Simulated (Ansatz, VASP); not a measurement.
## H in VASP and in Ansatz

The input INCAR:

```
SYSTEM = H
ALGO = Normal
EDIFF = 1E-6
EDIFFG = -0.04
ENCUT = 600
GGA = PE
IBRION = 2
ISIF = 3
ISMEAR = 0
ISYM = 0
LASPH = .TRUE.
LCHARG = .FALSE.
LREAL = .FALSE.
LWAVE = .FALSE.
NELM = 60
NSW = 45
PREC = Accurate
SIGMA = 0.1
```

KPOINTS

```
k-points
0
G
  3 3 3
  0 0 0
```

POSCAR

```
H
1.0
    5.9645971732     -0.2289548816     -0.0316037510
   -0.2441687162      5.4385131463      0.1953682192
   -0.0220667484      0.1825520626      5.6383166463
H
10
Direct
    0.5663214820      0.6207512766      0.8004930484
    0.9479832841      0.3667609395      0.6825712874
    0.6497906772      0.8405768754      0.3727754928
    0.2525824742      0.2938598484      0.3080376637
    0.0244762486      0.7703170051      0.9858142003
    0.0639691914      0.8571543086      0.8828769850
    0.3241358630      0.2235999891      0.2327237804
    0.4487352811      0.5889624273      0.8453206914
    0.7225199683      0.9192082064      0.2844508506
    0.8787465129      0.2782871724      0.6094831948
```

Input for Ansatz:

```yaml
crystal:
  lattice:
    - [5.9645971732, -0.2289548816, -0.031603751]
    - [-0.2441687162, 5.4385131463, 0.1953682192]
    - [-0.0220667484, 0.1825520626, 5.6383166463]
  atoms:
    - { symbol: H, position: [0.566321482, 0.6207512766, 0.8004930484] }
    - { symbol: H, position: [0.9479832841, 0.3667609395, 0.6825712874] }
    - { symbol: H, position: [0.6497906772, 0.8405768754, 0.3727754928] }
    - { symbol: H, position: [0.2525824742, 0.2938598484, 0.3080376637] }
    - { symbol: H, position: [0.0244762486, 0.7703170051, 0.9858142003] }
    - { symbol: H, position: [0.0639691914, 0.8571543086, 0.882876985] }
    - { symbol: H, position: [0.324135863, 0.2235999891, 0.2327237804] }
    - { symbol: H, position: [0.4487352811, 0.5889624273, 0.8453206914] }
    - { symbol: H, position: [0.7225199683, 0.9192082064, 0.2844508506] }
    - { symbol: H, position: [0.8787465129, 0.2782871724, 0.6094831948] }
  symmetry: { detect: false }
basis:
  ecutwfc: 420
kpoints:
  mp_grid: { grid: [3, 3, 3] }
hamiltonian:
  xc: pbe
scf:
  occupations: { method: gaussian, width: 0.1 }
  lower_state_search: "off"
output:
  forces: true
  stress: true
  eigenvalues: true
relax:
  adjacent_minimum: "off"
  f_tol: 0.04
  max_steps: 25
  cell: { stress_tol: 0.3 }
```

Alike in both runs: task relaxation of cell and atoms; functional PBE; k mesh 3 × 3 × 3; occupations gaussian, width 0.1 eV; no spin polarisation.

|  | VASP | Ansatz |
| --- | --- | --- |
| version | VASP 6.6.1 | Ansatz 0.2.0 |
| potentials or method | VASP PAW PBE potentials, release 64 (H), cutoff 600 eV | scalar-relativistic, plane waves, PAW |
| valence electrons in the cell | 10 | 10 |

```tsv
	VASP	Ansatz	Ansatz less VASP
gap on the k mesh at the Fermi level, each at its own relaxed structure (eV)	9.19	9.18	-0.006
relaxed volume (Å³/atom)	18.24	18.24	+0.001
relaxed cell length with the largest relative difference (Å)	5.447	5.447	+0.0002
```
